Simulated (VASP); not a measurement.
# IrO2 (P4_2/mnm) in VASP: a series of runs

IrO2 is run at these levels: PBE+D3(BJ); tasks: single point, relaxation of cell and atoms.

Everything below comes from runs of VASP 6.6.1. Logs are shortened: lines on timing, memory, paths and dates and some standing lists are left out, and cuts for length are marked.

### Step 1. The cell of the first run

The structure is tetragonal, space group P4_2/mnm (No. 136). Conventional cell: a = 4.503 Å, b = 4.503 Å, c = 3.172 Å, α = 90.00°, β = 90.00°, γ = 90.00°. Within 2.6 Å of Ir (site symmetry mmm) lie 6 O at 1.96 to 2.00 Å. O (site symmetry m2m) has 3 Ir at 1.96 to 2.00 Å and 1 O at 2.44 Å within 2.6 Å.

### Step 2. Single point, PBE+D3(BJ)

INCAR

```
SYSTEM = IrO2
PREC = Accurate
ENCUT = 600
EDIFF = 1E-6
ISMEAR = 0
SIGMA = 0.1
LREAL = .FALSE.
LASPH = .TRUE.
NELM = 120
ALGO = Normal
ISIF = 2
LWAVE = .FALSE.
LCHARG = .FALSE.
GGA = PE
IVDW = 12
NBANDS = 30
GGA_COMPAT = .FALSE.
```

KPOINTS

```
Automatic mesh
0
G
  8 8 12
  0 0 0
```

POSCAR

```
IrO2
1.0
    4.5028818604      0.0000000000      0.0000000000
    0.0000000000      4.5028818604      0.0000000000
    0.0000000000      0.0000000000      3.1721451115
Ir O
2 4
Direct
    0.5000000000      0.5000000000      0.5000000000
    0.0000000000      0.0000000000      0.0000000000
    0.6914791863      0.6914791863      0.0000000000
    0.8085208137      0.1914791863      0.5000000000
    0.3085208137      0.3085208137      0.0000000000
    0.1914791863      0.8085208137      0.5000000000
```

Potentials or basis: VASP PAW PBE potentials, release 64 (Ir, O).

Command:

```
> cat potpaw_PBE.64/Ir/POTCAR potpaw_PBE.64/O/POTCAR > POTCAR
> mpirun -np 1 vasp_std > vasp.out
```

OUTCAR:

```text
SYSTEM = IrO2
   PREC = Accurate
   ENCUT = 600
   EDIFF = 1E-6
   ISMEAR = 0
   LREAL = .FALSE.
   LASPH = .TRUE.
   NELM = 120
   ISIF = 2
   GGA = PE
   IVDW = 12
 IVDW          = 12

 ion  position               nearest neighbor table
   1  0.500  0.500  0.500-   4 1.96   6 1.96   5 2.00   3 2.00   3 2.00   5 2.00
   2  0.000  0.000  0.000-   3 1.96   5 1.96   4 2.00   6 2.00   4 2.00   6 2.00
   3  0.691  0.691  0.000-   2 1.96   1 2.00   1 2.00
   4  0.809  0.191  0.500-   1 1.96   2 2.00   2 2.00
   5  0.309  0.309  0.000-   2 1.96   1 2.00   1 2.00
   6  0.191  0.809  0.500-   1 1.96   2 2.00   2 2.00

  LATTYP: Found a simple tetragonal cell.
 ALAT       =     4.5028818604
 C/A-ratio  =     0.7044699839

  Lattice vectors:

 A1 = (   4.5028818604,   0.0000000000,   0.0000000000)
 A2 = (   0.0000000000,   4.5028818604,   0.0000000000)
 A3 = (   0.0000000000,   0.0000000000,   3.1721451115)

Analysis of symmetry for initial positions (statically):
=====================================================================
 Subroutine PRICEL returns:
 Original cell was already a primitive cell.

 Routine SETGRP: Setting up the symmetry group for a
 simple tetragonal supercell.

 Subroutine GETGRP returns: Found 16 space group operations
 (whereof  8 operations were pure point group operations)
 out of a pool of 16 trial point group operations.

The static configuration has the point symmetry D_2h.
 The point group associated with its full space group is D_4h.

Analysis of symmetry for dynamics (positions and initial velocities):
=====================================================================
 Subroutine PRICEL returns:
 Original cell was already a primitive cell.

 Routine SETGRP: Setting up the symmetry group for a
 simple tetragonal supercell.

 Subroutine GETGRP returns: Found 16 space group operations
 (whereof  8 operations were pure point group operations)
 out of a pool of 16 trial point group operations.

The dynamic configuration has the point symmetry D_2h.
 The point group associated with its full space group is D_4h.

 Subroutine INISYM returns: Found 16 space group operations
 (whereof  8 operations are pure point group operations),
 and found     1 'primitive' translations

----------------------------------------------------------------------------------------

                                     Primitive cell

  volume of cell :      64.3182

  direct lattice vectors                    reciprocal lattice vectors
     4.502881860  0.000000000  0.000000000     0.222079999  0.000000000  0.000000000
     0.000000000  4.502881860  0.000000000     0.000000000  0.222079999  0.000000000
     0.000000000  0.000000000  3.172145111     0.000000000  0.000000000  0.315244090

  length of vectors
     4.502881860  4.502881860  3.172145111     0.222079999  0.222079999  0.315244090

  position of ions in fractional coordinates (direct lattice)
     0.500000000  0.500000000  0.500000000
     0.000000000  0.000000000  0.000000000
     0.691479186  0.691479186  0.000000000
     0.808520814  0.191479186  0.500000000
     0.308520814  0.308520814  0.000000000
     0.191479186  0.808520814  0.500000000

  ion indices of the primitive-cell ions
   primitive index   ion index
                 1           1
                 2           2
                 3           3
                 4           4
                 5           5
                 6           6

----------------------------------------------------------------------------------------

 KPOINTS: Automatic mesh

Automatic generation of k-mesh.
 Grid dimensions read from file:
 generate k-points for:    8    8   12

 Generating k-lattice:

  Cartesian coordinates                     Fractional coordinates (reciprocal lattice)
     0.027760000  0.000000000  0.000000000     0.125000000  0.000000000  0.000000000
     0.000000000  0.027760000  0.000000000     0.000000000  0.125000000  0.000000000
     0.000000000  0.000000000  0.026270341     0.000000000  0.000000000  0.083333333

  Length of vectors
     0.027760000  0.027760000  0.026270341

  Shift w.r.t. Gamma in fractional coordinates (k-lattice)
     0.000000000  0.000000000  0.000000000

 Subroutine IBZKPT returns following result:
 ===========================================

 Found    105 irreducible k-points:

 Following reciprocal coordinates:
            Coordinates               Weight
  0.000000  0.000000  0.000000      1.000000
  0.125000  0.000000  0.000000      4.000000
  0.250000  0.000000  0.000000      4.000000
  0.375000  0.000000  0.000000      4.000000
  0.500000  0.000000  0.000000      2.000000
  0.125000  0.125000  0.000000      4.000000
[... 16 lines left out ...]
  0.375000  0.125000  0.083333     16.000000
  0.500000  0.125000  0.083333      8.000000
 [... further k-points ...]
   k-points           NKPTS =    105   k-points in BZ     NKDIM =    105   number of bands    NBANDS=     30
   number of dos      NEDOS =    301   number of ions     NIONS =      6
   total plane-waves  NPLWV =  36288
   dimension x,y,z NGX =    36 NGY =   36 NGZ =   28
   dimension x,y,z NGXF=    72 NGYF=   72 NGZF=   56
   ions per type =               2   4
   NGX,Y,Z   is equivalent  to a cutoff of  13.29, 13.29, 14.67 a.u.
   NGXF,Y,Z  is equivalent  to a cutoff of  26.58, 26.58, 29.35 a.u.
 SYSTEM =  IrO2
   PREC   = accura    normal or accurate (medium, high low for compatibility)
   ISTART =      0    job   : 0-new  1-cont  2-samecut
   ICHARG =      2    charge: 1-file 2-atom 10-const
   ISPIN  =      1    spin polarized calculation?
   LNONCOLLINEAR =      F non collinear calculations
   LSORBIT =      F    spin-orbit coupling
   LASPH  =      T    aspherical Exc in radial PAW
   ENCUT  =  600.0 eV  44.10 Ry    6.64 a.u.   8.99  8.99  6.34*2*pi/ulx,y,z
   NELM   =    120;   NELMIN=  2; NELMDL= -5     # of ELM steps
   EDIFF  = 0.1E-05   stopping-criterion for ELM
   LREAL  =      F    real-space projection
[... 7 lines left out ...]
   TEBEG  =    0.0;   TEEND  =   0.0 temperature during run
   PSTRESS=    0.0 pullay stress
   NELECT =      42.0000    total number of electrons
   NUPDOWN=      -1.0000    fix difference up-down
   EMIN   =  10.00;   EMAX   =-10.00  energy-range for DOS
   EFERMI =   0.00;   METHOD = LEGACY
   ISMEAR =     0;   SIGMA  =   0.10  broadening in eV -4-tet -1-fermi 0-gaus
   EFERMI_NEDOS =   21; number of points for ismear=-14 and -15
   IALGO  =     38    algorithm
   IMIX   =      4    mixing-type and parameters
     AMIX     =   0.40;   BMIX     =  1.00
     AMIX_MAG =   1.60;   BMIX_MAG =  1.00
  volume/ion in A,a.u.               =      10.72        72.34
  Fermi-wavevector in a.u.,A,eV,Ry     =   1.420299  2.683977 27.446354  2.017250
  Thomas-Fermi vector in A             =   2.541229
   LORBIT       =      0    0 simple, 1 ext, 2 COOP (PROOUT), +10 PAW based schemes
   GGA     = PE    functional components
   LHFCALC =     F    Hartree Fock is set to
   AEXX    =    0.0000 exact exchange contribution
   IVDW    =    12    specifies the selected vdW correction
   LEPSILON=     F    determine dielectric tensor
   LRPA    =     F    only Hartree local field effects (RPA)
 non-spin polarized calculation
 Gauss-broadening in eV      SIGMA  =   0.10
  energy-cutoff  :      600.00
  volume of cell :       64.32
 maximum number of plane-waves:      2200
 NGX is ok and might be reduce to    36
   NGX = 17   NGY = 17   NGZ = 13

 number of electron      41.9999995 magnetization

 Free energy of the ion-electron system (eV)
  ---------------------------------------------------
  ext. energy  EPLUGINS =         0.00000000
  ---------------------------------------------------
  free energy    TOTEN  =       -42.25542631 eV

  energy without entropy =      -42.24272966  energy(sigma->0) =      -42.24907798

 E-fermi :   6.1270     XC(G=0): -11.9810

 val. band max:        6.1232669762   @ k =   0.3750   0.3750   0.1667
 cond. band min:       6.1319700619   @ k =   0.2500   0.0000   0.3333
 fundamental gap:      0.0087030858
 Fermi energy:         6.1269751724

 k-point     1 :       0.0000    0.0000    0.0000
  band No.  band energies     occupation
      1     -15.0533      2.00000
      2     -13.8589      2.00000
      3     -12.7939      2.00000
      4     -12.7939      2.00000
      5      -3.6575      2.00000
      6      -3.4207      2.00000
[... 22 lines left out ...]
     29      14.6554      0.00000
     30      17.9365      0.00000

 k-point     2 :       0.1250    0.0000    0.0000
  band No.  band energies     occupation
      1     -14.9926      2.00000
      2     -13.8508      2.00000
      3     -12.8750      2.00000
      4     -12.8308      2.00000
      5      -3.4990      2.00000
      6      -3.3004      2.00000
[... 22 lines left out ...]
     29      14.7259      0.00000
     30      17.8177      0.00000

 k-point     3 :       0.2500    0.0000    0.0000
  band No.  band energies     occupation
      1     -14.8171      2.00000
      2     -13.8524      2.00000
      3     -13.0651      2.00000
      4     -12.9300      2.00000
      5      -3.0708      2.00000
      6      -2.9631      2.00000
[... 22 lines left out ...]
     29      14.9735      0.00000
     30      17.4572      0.00000

 k-point     4 :       0.3750    0.0000    0.0000
  band No.  band energies     occupation
      1     -14.5483      2.00000
      2     -13.9612      2.00000
      3     -13.2048      2.00000
      4     -13.0615      2.00000
      5      -2.5227      2.00000
      6      -2.5007      2.00000
[... 22 lines left out ...]
     29      15.4482      0.00000
     30      16.8542      0.00000

 k-point     5 :       0.5000    0.0000    0.0000
  band No.  band energies     occupation
      1     -14.2315      2.00000
      2     -14.2315      2.00000
      3     -13.1788      2.00000
      4     -13.1788      2.00000
      5      -2.2140      2.00000
      6      -2.2140      2.00000
[... 22 lines left out ...]
     29      16.1209      0.00000
     30      16.1209      0.00000
[... 526 lines left out ...]
     29      15.0630      0.00000
     30      17.6686      0.00000

 k-point    22 :       0.2500    0.1250    0.0833
  band No.  band energies     occupation
      1     -14.7201      2.00000
      2     -13.8198      2.00000
      3     -13.1788      2.00000
      4     -12.9160      2.00000
      5      -3.3212      2.00000
      6      -2.4283      2.00000
[... 22 lines left out ...]
     29      15.2332      0.00000
     30      17.3483      0.00000

 k-point    23 :       0.3750    0.1250    0.0833
  band No.  band energies     occupation
      1     -14.4832      2.00000
      2     -13.9472      2.00000
      3     -13.2445      2.00000
      4     -13.0385      2.00000
      5      -2.9511      2.00000
      6      -2.1016      2.00000
[... 22 lines left out ...]
     29      15.6410      0.00000
     30      16.8522      0.00000

 k-point    24 :       0.5000    0.1250    0.0833
  band No.  band energies     occupation
      1     -14.2023      2.00000
      2     -14.2023      2.00000
      3     -13.1705      2.00000
      4     -13.1705      2.00000
      5      -2.4470      2.00000
      6      -2.4470      2.00000
[... 22 lines left out ...]
     29      16.2319      0.00000
     30      16.2319      0.00000

 [... further k-points ...]

------------------------ aborting loop because EDIFF is reached ----------------------------------------

 Edisp (eV)   -1.48022

 E8    (eV) :    -0.5777

  FORCE on cell =-STRESS in cart. coord.  units (eV):
  Direction    XX          YY          ZZ          XY          YZ          ZX
  --------------------------------------------------------------------------------------
  -------------------------------------------------------------------------------------
  Total       0.78326     0.78326     1.12244     0.00000     0.00000     0.00000
  in kB      19.51118    19.51118    27.96024     0.00000     0.00000     0.00000
  external pressure =       22.33 kB  Pullay stress =        0.00 kB

 VOLUME and BASIS-vectors are now :
 -----------------------------------------------------------------------------
  energy-cutoff  :      600.00
  volume of cell :       64.32
      direct lattice vectors                 reciprocal lattice vectors
     4.502881860  0.000000000  0.000000000     0.222079999  0.000000000  0.000000000
     0.000000000  4.502881860  0.000000000     0.000000000  0.222079999  0.000000000
     0.000000000  0.000000000  3.172145111     0.000000000  0.000000000  0.315244090

 POSITION                                       TOTAL-FORCE (eV/Angst)
 -----------------------------------------------------------------------------------
      2.25144      2.25144      1.58607         0.000000     -0.000000      0.000000
      0.00000      0.00000      0.00000         0.000000     -0.000000      0.000000
      3.11365      3.11365      0.00000         0.001246      0.001246     -0.000000
      3.64067      0.86221      1.58607        -0.001246      0.001246      0.000000
      1.38923      1.38923      0.00000        -0.001246     -0.001246      0.000000
      0.86221      3.64067      1.58607         0.001246     -0.001246      0.000000
 -----------------------------------------------------------------------------------
    total drift:                                0.000000      0.000000      0.000000

  FREE ENERGIE OF THE ION-ELECTRON SYSTEM (eV)
  ---------------------------------------------------
  free  energy   TOTEN  =       -43.7356421772 eV

  energy  without entropy=      -43.7229455265  energy(sigma->0) =      -43.72929385
```

Wall time 2.2 min (1 thread of AMD EPYC 9R45 (Zen 5), shared host); peak memory 0.31 GiB.

What came out:

| Property | Result |
| --- | --- |
| Free energy | -43.7356 eV |
| Pressure | 2.2 GPa |
| Band gap on the k mesh | zero (band 21 reaches 6.65 eV, above the bottom of band 22 at 5.33 eV) |
| Dispersion energy per atom | -0.247 eV |

Stress tensor (GPa, compression positive):
```
1.95 0.00 0.00
0.00 1.95 0.00
0.00 0.00 2.80
```

Caveat: spin-orbit coupling is left out, which moves the levels of the heavy elements; pairwise dispersion overbinds metals, which lowers pressure and volume.

(Continued in part 2 of 2.)
